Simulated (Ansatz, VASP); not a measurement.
## Two plane-wave programs on Be3Se4

```
CELL_PARAMETERS angstrom
-2.46703 2.46703 5.56588
2.46703 -2.46703 5.56588
2.46703 2.46703 -5.56588
ATOMIC_POSITIONS crystal
Be 0.25000 0.75000 0.50000
Be 0.75000 0.25000 0.50000
Be 0.50000 0.50000 0.00000
Se 0.38343 0.87457 0.00000
Se 0.87457 0.38343 0.00000
Se 0.12543 0.12543 0.50886
Se 0.61657 0.61657 0.49114
```

Alike in both runs: functional PBE; k mesh 5 × 5 × 5; occupations gaussian, width 0.2 eV; no spin polarisation.

Ansatz relaxed the structure, and its values are those at the end. VASP's run is a single point on that final structure, the one shown.

|  | VASP | Ansatz |
| --- | --- | --- |
| version | VASP 6.6.1 | Ansatz 0.2.0 |
| potentials or method | VASP PAW PBE potentials, release 64 (Be, Se), cutoff 520 eV | scalar-relativistic, plane waves, PAW |
| valence electrons in the cell | 30 | 70 |

Ansatz gave:

```
gap on the k mesh at the Fermi level (eV) : none
pressure (GPa)                            : 0.0
rms of the force components (eV/Å)        : 0.002
```

**Question.** What did VASP give for the same quantities?

**Answer.** gap on the k mesh at the Fermi level (eV): none; pressure (GPa): 0.1; rms of the force components (eV/Å): 0.008.

A gap of «none» marks a metal or a gap that the smearing closes. VASP's potentials hold 30 valence electrons a cell and Ansatz's 70, so a difference there can come from the potentials and not from the codes.

The k mesh is coarse, so the values compare programs but aren't converged.
